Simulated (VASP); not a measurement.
Cu: single point with PBEsol

Crystal: Cu.

```
Cu
1.0
     0.00000    1.80750    1.80750
     1.78943    0.00000    1.80750
     1.78943    1.80750    0.00000
Cu
1
Direct
  0.00000 0.00000 0.00000
```

This cell differs from its parent crystal: strain -0.0100 x Voigt [1, 0, 0, 0, 0, 0].

```
Program                : VASP 6.6.1
Task                   : single point
Functional             : PBEsol
Potentials or basis    : VASP PAW PBE potentials, release 64 (Cu)
Cutoff                 : 520 eV
k mesh                 : 22 × 22 × 22
Occupations            : gaussian, width 0.15 eV
Spin                   : no spin polarisation
Dipole correction      : no
Further INCAR settings : ALGO = Fast; EDIFF = 1e-07; NBANDS = 12
```

| Property | Result |
| --- | --- |
| Pressure | -4.2 GPa |

Stress tensor (GPa, compression positive):
```
-3.82  0.00  0.00
 0.00 -4.38  0.00
 0.00  0.00 -4.38
```

Levels at points of the mesh, in eV from the Fermi level:
| k point | band 3 | band 4 | band 5 | band 6 | band 7 | band 8 | band 9 | band 10 |
| --- | --- | --- | --- | --- | --- | --- | --- | --- |
| (0.00, 0.00, 0.00) | -3.06 | -3.01 | -2.22 | -2.17 | 22.68 | 25.36 | 25.36 | 25.40 |
| (0.50, 0.00, 0.00) | -3.05 | -1.63 | -1.61 | -1.06 | 3.80 | 21.13 | 22.02 | 22.39 |
| (0.50, 0.50, 0.00) | -1.64 | -1.50 | -1.46 | 1.39 | 7.09 | 13.19 | 13.21 | 17.73 |
| (0.00, 0.50, 0.50) | -1.64 | -1.48 | -1.48 | 1.61 | 7.36 | 12.96 | 12.96 | 17.53 |

Run time: 66 s on 1 thread of Intel(R) Xeon(R) 6975P-C (Granite Rapids), with other jobs on the host, peak memory 0.22 GiB.

Caveat: the cell differs from its parent crystal (strain -0.0100 x Voigt [1, 0, 0, 0, 0, 0]); the PAW data sets were made with another functional, which shifts forces and pressure a little.
